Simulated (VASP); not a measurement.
The system is Rh.

```
Rh
1.0
     2.61796    0.00000    0.00000
    -1.30898    2.26722    0.00000
     0.00000    0.00000    8.55690
Rh
4
Direct
  0.00000 0.00000 0.00000
  0.33333 0.66667 0.25000
  0.00000 0.00000 0.50000
  0.66667 0.33333 0.75000
```

Base run:

| Property | Result |
| --- | --- |
| Program | VASP 6.6.1 |
| Functional | LDA |
| Potentials or basis | VASP PAW LDA potentials, release 64 (Rh_pv) |
| Cutoff | 520 eV |
| k mesh | 10 × 10 × 3 |
| Occupations | fermi-dirac, width 0.15 eV |
| Spin | no spin polarisation |

Its results: band gap on the k mesh zero (band 30 reaches 14.24 eV, above the bottom of band 31 at 12.11 eV); pressure 16.7 GPa.

Q: The run is repeated on the same cell with these changes: potentials or basis from VASP PAW LDA potentials, release 64 (Rh_pv) to VASP PAW LDA potentials, release 64 (Rh_sv_GW); cutoff from 520 eV to 530 eV; further incar settings from ALGO = Normal; EDIFF = 1e-06; NBANDS = 38 to ALGO = Normal; EDIFF = 1e-06; NBANDS = 42; valence electrons from 60 to 68. What comes out?

A: Band gap on the k mesh zero (band 34 reaches 13.03 eV, above the bottom of band 35 at 10.90 eV); pressure 13.6 GPa.
